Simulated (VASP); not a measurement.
# Hf (P6_3/mmc) in VASP: notebook

Hf is run at these levels: LDA; tasks: single point.

All numbers are computed with VASP 6.6.1; they aren't measurements. Logs are shortened: lines on timing, memory, paths and dates and some standing lists are left out, and cuts for length are marked.

### 1 The cell of the first run

Symmetry: P6_3/mmc, No. 194, hexagonal system. Conventional cell: a = 3.131 Å, b = 3.131 Å, c = 4.955 Å, α = 90.00°, β = 90.00°, γ = 120.00°. Hf (site symmetry -6m2) has 12 Hf at 3.07 to 3.13 Å within 4.0 Å.

### 2 Single point, LDA

The input, INCAR:

```
PREC     = Accurate       # precision mode
ENCUT    = 520            # plane-wave cutoff, eV
EDIFF    = 1E-6           # SCF threshold, eV
ISMEAR   = 1              # smearing method
SIGMA    = 0.1            # smearing width, eV
LREAL    = False          # projectors in reciprocal space
LASPH    = True           # aspherical terms in the spheres
NELM     = 100            # most SCF steps
ALGO     = Normal         # electronic algorithm
ISIF     = 2              # what is computed and relaxed
LWAVE    = False          # write WAVECAR
LCHARG   = False          # write CHGCAR
GGA      = CA             # functional
NBANDS   = 17             # bands
```

The input, KPOINTS:

```
regular mesh
0
Gamma
  8 8 5
```

The input, POSCAR:

```
Hf
1.0
    3.1314429137      0.0000000000      0.0000000000
   -1.5657214569      2.7119087138      0.0000000000
    0.0000000000      0.0000000000      4.9545506207
Hf
2
Direct
    0.3333333333      0.6666666667      0.2500000000
    0.6666666667      0.3333333333      0.7500000000
```

Potentials or basis: VASP PAW LDA potentials, release 64 (Hf_pv).

Run with:

```sh
$ cat potpaw_LDA.64/Hf_pv/POTCAR > POTCAR
$ mpirun -np 1 vasp_std > vasp.out
```

OUTCAR:

```text
PREC = Accurate
   ENCUT = 520
   EDIFF = 1E-6
   ISMEAR = 1
   LREAL = False
   LASPH = True
   NELM = 100
   ISIF = 2
   GGA = CA

 ion  position               nearest neighbor table
   1  0.333  0.667  0.250-   2 3.07   2 3.07   2 3.07   2 3.07   2 3.07   2 3.07
   2  0.667  0.333  0.750-   1 3.07   1 3.07   1 3.07   1 3.07   1 3.07   1 3.07

  LATTYP: Found a hexagonal cell.
 ALAT       =     3.1314429137
 C/A-ratio  =     1.5821941377

  Lattice vectors:

 A1 = (   3.1314429137,   0.0000000000,   0.0000000000)
 A2 = (  -1.5657214569,   2.7119087138,   0.0000000000)
 A3 = (   0.0000000000,   0.0000000000,   4.9545506207)

Analysis of symmetry for initial positions (statically):
=====================================================================
 Subroutine PRICEL returns:
 Original cell was already a primitive cell.

 Routine SETGRP: Setting up the symmetry group for a
 hexagonal supercell.

 Subroutine GETGRP returns: Found 24 space group operations
 (whereof 12 operations were pure point group operations)
 out of a pool of 24 trial point group operations.

The static configuration has the point symmetry D_3d.
 The point group associated with its full space group is D_6h.

Analysis of symmetry for dynamics (positions and initial velocities):
=====================================================================
 Subroutine PRICEL returns:
 Original cell was already a primitive cell.

 Routine SETGRP: Setting up the symmetry group for a
 hexagonal supercell.

 Subroutine GETGRP returns: Found 24 space group operations
 (whereof 12 operations were pure point group operations)
 out of a pool of 24 trial point group operations.

The dynamic configuration has the point symmetry D_3d.
 The point group associated with its full space group is D_6h.

 Subroutine INISYM returns: Found 24 space group operations
 (whereof 12 operations are pure point group operations),
 and found     1 'primitive' translations

----------------------------------------------------------------------------------------

                                     Primitive cell

  volume of cell :      42.0750

  direct lattice vectors                    reciprocal lattice vectors
     3.131442914  0.000000000  0.000000000     0.319341603  0.184371988  0.000000000
    -1.565721457  2.711908714  0.000000000     0.000000000  0.368743975  0.000000000
     0.000000000  0.000000000  4.954550621     0.000000000  0.000000000  0.201834652

  length of vectors
     3.131442914  3.131442567  4.954550621     0.368743935  0.368743975  0.201834652

  position of ions in fractional coordinates (direct lattice)
     0.333333333  0.666666667  0.250000000
     0.666666667  0.333333333  0.750000000

  ion indices of the primitive-cell ions
   primitive index   ion index
                 1           1
                 2           2

----------------------------------------------------------------------------------------

 KPOINTS: regular mesh

Automatic generation of k-mesh.
 Grid dimensions read from file:
 generate k-points for:    8    8    5

 Generating k-lattice:

  Cartesian coordinates                     Fractional coordinates (reciprocal lattice)
     0.039917700  0.023046498  0.000000000     0.125000000 -0.000000000  0.000000000
     0.000000000  0.046092997  0.000000000     0.000000000  0.125000000  0.000000000
     0.000000000  0.000000000  0.040366930     0.000000000  0.000000000  0.200000000

  Length of vectors
     0.046092992  0.046092997  0.040366930

  Shift w.r.t. Gamma in fractional coordinates (k-lattice)
     0.000000000  0.000000000  0.000000000

 Subroutine IBZKPT returns following result:
 ===========================================

 Found     30 irreducible k-points:

 Following reciprocal coordinates:
            Coordinates               Weight
  0.000000  0.000000  0.000000      1.000000
  0.125000 -0.000000  0.000000      6.000000
  0.250000 -0.000000  0.000000      6.000000
  0.375000  0.000000  0.000000      6.000000
  0.500000 -0.000000  0.000000      3.000000
  0.125000  0.125000  0.000000      6.000000
[... 16 lines left out ...]
  0.250000 -0.000000  0.400000     12.000000
  0.375000  0.000000  0.400000     12.000000
 [... further k-points ...]
   k-points           NKPTS =     30   k-points in BZ     NKDIM =     30   number of bands    NBANDS=     17
   number of dos      NEDOS =    301   number of ions     NIONS =      2
   total plane-waves  NPLWV =  23040
   dimension x,y,z NGX =    24 NGY =   24 NGZ =   40
   dimension x,y,z NGXF=    48 NGYF=   48 NGZF=   80
   ions per type =               2
   NGX,Y,Z   is equivalent  to a cutoff of  12.74, 12.74, 13.42 a.u.
   NGXF,Y,Z  is equivalent  to a cutoff of  25.48, 25.48, 26.84 a.u.
 SYSTEM =  unknown system
   PREC   = accura    normal or accurate (medium, high low for compatibility)
   ISTART =      0    job   : 0-new  1-cont  2-samecut
   ICHARG =      2    charge: 1-file 2-atom 10-const
   ISPIN  =      1    spin polarized calculation?
   LNONCOLLINEAR =      F non collinear calculations
   LSORBIT =      F    spin-orbit coupling
   LASPH  =      T    aspherical Exc in radial PAW
   ENCUT  =  520.0 eV  38.22 Ry    6.18 a.u.   5.82  5.82  9.21*2*pi/ulx,y,z
   NELM   =    100;   NELMIN=  2; NELMDL= -5     # of ELM steps
   EDIFF  = 0.1E-05   stopping-criterion for ELM
   LREAL  =      F    real-space projection
   EDIFFG = 0.1E-04   stopping-criterion for IOM
   NSW    =      0    number of steps for IOM
   IBRION =     -1    ionic relax: 0-MD 1-quasi-New 2-CG
   NFREE  =      0    steps in history (QN), initial steepest desc. (CG)
   ISIF   =      2    stress and relaxation
   ISYM   =      2    0-nonsym 1-usesym 2-fastsym
   POTIM  = 0.5000    time-step for ionic-motion
   TEBEG  =    0.0;   TEEND  =   0.0 temperature during run
   PSTRESS=    0.0 pullay stress
   NELECT =      20.0000    total number of electrons
   NUPDOWN=      -1.0000    fix difference up-down
   EMIN   =  10.00;   EMAX   =-10.00  energy-range for DOS
   EFERMI =   0.00;   METHOD = LEGACY
   ISMEAR =     1;   SIGMA  =   0.10  broadening in eV -4-tet -1-fermi 0-gaus
   EFERMI_NEDOS =   21; number of points for ismear=-14 and -15
   IALGO  =     38    algorithm
   IMIX   =      4    mixing-type and parameters
     AMIX     =   0.40;   BMIX     =  1.00
     AMIX_MAG =   1.60;   BMIX_MAG =  1.00
  volume/ion in A,a.u.               =      21.04       141.97
  Fermi-wavevector in a.u.,A,eV,Ry     =   1.277645  2.414399 22.209836  1.632377
  Thomas-Fermi vector in A             =   2.410233
   LORBIT       =      0    0 simple, 1 ext, 2 COOP (PROOUT), +10 PAW based schemes
   GGA     = CA    functional components
   LHFCALC =     F    Hartree Fock is set to
   AEXX    =    0.0000 exact exchange contribution
   IVDW    =     0    specifies the selected vdW correction
   LEPSILON=     F    determine dielectric tensor
   LRPA    =     F    only Hartree local field effects (RPA)
 non-spin polarized calculation
 Methfessel and Paxton  Order N= 1 SIGMA  =   0.10
  energy-cutoff  :      520.00
  volume of cell :       42.07
 maximum number of plane-waves:      1158
 NGX is ok and might be reduce to    24
   NGX = 11   NGY = 11   NGZ = 19

 number of electron      19.9999996 magnetization

 Free energy of the ion-electron system (eV)
  ---------------------------------------------------
  ext. energy  EPLUGINS =         0.00000000
  ---------------------------------------------------
  free energy    TOTEN  =       -21.38710692 eV

  energy without entropy =      -21.38629138  energy(sigma->0) =      -21.38683507

 E-fermi :   5.3196     XC(G=0): -11.7540

 val. band max:        5.2675222073   @ k =   0.3750   0.2500   0.4000
 cond. band min:       5.3339175764   @ k =   0.1250  -0.0000   0.4000
 fundamental gap:      0.0663953691
 Fermi energy:         5.3196371425

 k-point     1 :       0.0000    0.0000    0.0000
  band No.  band energies     occupation
      1     -25.6856      2.00000
      2     -24.7562      2.00000
      3     -24.7562      2.00000
      4     -24.6005      2.00000
      5     -24.5979      2.00000
      6     -24.5979      2.00000
[... 9 lines left out ...]
     16       7.8985      0.00000
     17      10.8087      0.00000

 k-point     2 :       0.1250   -0.0000    0.0000
  band No.  band energies     occupation
      1     -25.6360      2.00000
      2     -24.8623      2.00000
      3     -24.7912      2.00000
      4     -24.7090      2.00000
      5     -24.6237      2.00000
      6     -24.6120      2.00000
[... 9 lines left out ...]
     16       7.6891      0.00000
     17      11.1611      0.00000

 k-point     3 :       0.2500   -0.0000    0.0000
  band No.  band energies     occupation
      1     -25.5018      2.00000
      2     -25.1180      2.00000
      3     -24.9619      2.00000
      4     -24.8709      2.00000
      5     -24.6936      2.00000
      6     -24.6501      2.00000
[... 9 lines left out ...]
     16       8.9610      0.00000
     17      11.6873      0.00000

 k-point     4 :       0.3750    0.0000    0.0000
  band No.  band energies     occupation
      1     -25.3713      2.00000
      2     -25.3293      2.00000
      3     -25.1965      2.00000
      4     -24.9461      2.00000
      5     -24.8012      2.00000
      6     -24.6912      2.00000
[... 9 lines left out ...]
     16      10.7028      0.00000
     17      11.9832      0.00000
[... 343 lines left out ...]
      1     -25.3301      2.00000
      2     -25.0440      2.00000
      3     -24.7810      2.00000
      4     -24.7299      2.00000
      5     -24.7089      2.00000
      6     -24.6745      2.00000
[... 9 lines left out ...]
     16       9.6373      0.00000
     17      10.6627      0.00000

 k-point    23 :       0.2500   -0.0000    0.4000
  band No.  band energies     occupation
      1     -25.3742      2.00000
      2     -25.2182      2.00000
      3     -24.9131      2.00000
      4     -24.7957      2.00000
      5     -24.7799      2.00000
      6     -24.7274      2.00000
[... 9 lines left out ...]
     16       9.7909      0.00000
     17      10.6797      0.00000

 k-point    24 :       0.3750    0.0000    0.4000
  band No.  band energies     occupation
      1     -25.5069      2.00000
      2     -25.4271      2.00000
      3     -24.9413      2.00000
      4     -24.8594      2.00000
      5     -24.8120      2.00000
      6     -24.7807      2.00000
[... 9 lines left out ...]
     16      10.7544      0.00000
     17      11.2349      0.00000

 [... further k-points ...]

------------------------ aborting loop because EDIFF is reached ----------------------------------------

  FORCE on cell =-STRESS in cart. coord.  units (eV):
  Direction    XX          YY          ZZ          XY          YZ          ZX
  --------------------------------------------------------------------------------------
  -------------------------------------------------------------------------------------
  Total       -0.2702809     -0.2702809     -0.0951546      0.0000000     -0.0000000     -0.0000000
  in kB      -10.2920565    -10.2920535     -3.6234025      0.0000000     -0.0000000     -0.0000000
  external PRESSURE =      -8.0691708 kB  Pullay stress =       0.0000000 kB

 VOLUME and BASIS-vectors are now :
 -----------------------------------------------------------------------------
  energy-cutoff  :      520.00
  volume of cell :       42.07
      direct lattice vectors                 reciprocal lattice vectors
     3.131442914  0.000000000  0.000000000     0.319341603  0.184371988  0.000000000
    -1.565721457  2.711908714  0.000000000     0.000000000  0.368743975  0.000000000
     0.000000000  0.000000000  4.954550621     0.000000000  0.000000000  0.201834652

 POSITION                                       TOTAL-FORCE (eV/Angst)
 -----------------------------------------------------------------------------------
     -0.00000      1.80794      1.23864        -0.000000      0.000000      0.000000
      1.56572      0.90397      3.71591         0.000000     -0.000000      0.000000
 -----------------------------------------------------------------------------------
    total drift:                               -0.000000      0.000000     -0.000000

  FREE ENERGIE OF THE ION-ELECTRON SYSTEM (eV)
  ---------------------------------------------------
  free  energy   TOTEN  =       -21.3871069160 eV

  energy  without entropy=      -21.3862913826  energy(sigma->0) =      -21.38683507
```

It took 5.9 s on 1 thread of Intel Xeon 6975P-C (Granite Rapids), shared host; peak memory 0.14 GiB.

Results:

* Free energy: -21.3871 eV
* Pressure: -0.8 GPa
* Band gap on the k mesh: zero (band 10 reaches 6.35 eV, above the bottom of band 11 at 4.92 eV)

Stress tensor (GPa, compression positive):
```
-1.03  0.00  0.00
 0.00 -1.03  0.00
 0.00  0.00 -0.36
```

Levels at points of the mesh, in eV from the Fermi level:
| k point | band 8 | band 9 | band 10 | band 11 | band 12 | band 13 |
| --- | --- | --- | --- | --- | --- | --- |
| (0.00, 0.00, 0.00) | -3.98 | 0.94 | 1.03 | 1.03 | 1.33 | 1.92 |
| (0.50, 0.00, 0.00) | -3.08 | -2.52 | -0.68 | 0.61 | 0.86 | 1.68 |

Caveat: spin-orbit coupling is left out, which moves the levels of the heavy elements.

(Continued in part 2 of 2.)
